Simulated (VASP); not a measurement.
Write the native input for VASP 6.6.1 that does the following.

```yaml
Task: single point
Functional: PBEsol
Dispersion: D3(BJ)
Potentials_or_basis: VASP PAW PBE potentials, release 64 (In_d, Se)
Cutoff: 520 eV
k_mesh: 12 × 12 × 12
Occupations: gaussian, width 0.02 eV
Spin: no spin polarisation
Dipole_correction: no
Further_INCAR_settings: ALGO = Normal; EDIFF = 1e-06; NBANDS = 27
```

The structure of InSe lies in POSCAR:

```
InSe
1.0
    1.9533562080      1.1277707325      7.8925490066
   -1.9533562080      1.1277707325      7.8925490066
    0.0000000000     -2.2555414650      7.8925490066
In Se
2 2
Direct
   -0.0012524831     -0.0012524831     -0.0012524831
    0.1135620144      0.1135620144      0.1135620144
    0.6102557477      0.6102557477      0.6102557477
    0.8351347210      0.8351347210      0.8351347210
```

One way to write it, as run:

INCAR

```
PREC     = Accurate       # precision mode
ENCUT    = 520            # plane-wave cutoff, eV
EDIFF    = 1E-6           # SCF threshold, eV
ISMEAR   = 0              # smearing method
SIGMA    = 0.02           # smearing width, eV
LREAL    = False          # projectors in reciprocal space
LASPH    = True           # aspherical terms in the spheres
NELM     = 60             # most SCF steps
ALGO     = Normal         # electronic algorithm
ISIF     = 2              # what is computed and relaxed
LWAVE    = False          # write WAVECAR
LCHARG   = True           # write CHGCAR
GGA      = PS             # functional
IVDW     = 12             # dispersion correction
LELF     = True           # ELF
LVHAR    = True         
NBANDS   = 27             # bands
```

KPOINTS

```
Automatic mesh
0
Gamma
  12 12 12
```

Potentials or basis: VASP PAW PBE potentials, release 64 (In_d, Se).

Command:

```sh
$ cat potpaw_PBE.64/In_d/POTCAR potpaw_PBE.64/Se/POTCAR > POTCAR
$ mpirun -np 1 vasp_std > vasp.out
```

It gave:

```
Pressure                   : 2.1 GPa
Largest force              : 0.029 eV/Å
Band gap on the k mesh     : 0.47 eV (least direct gap 0.48 eV)
Dispersion energy per atom : -0.325 eV
```

Caveat: the PAW data sets were made with another functional, which shifts forces and pressure a little; spin-orbit coupling is left out, which moves the levels of the heavy elements.

Run time: 24 min on 1 thread of AMD EPYC 9R45 96-Core Processor (Zen 5), on a shared host, peak memory 0.8 GiB.
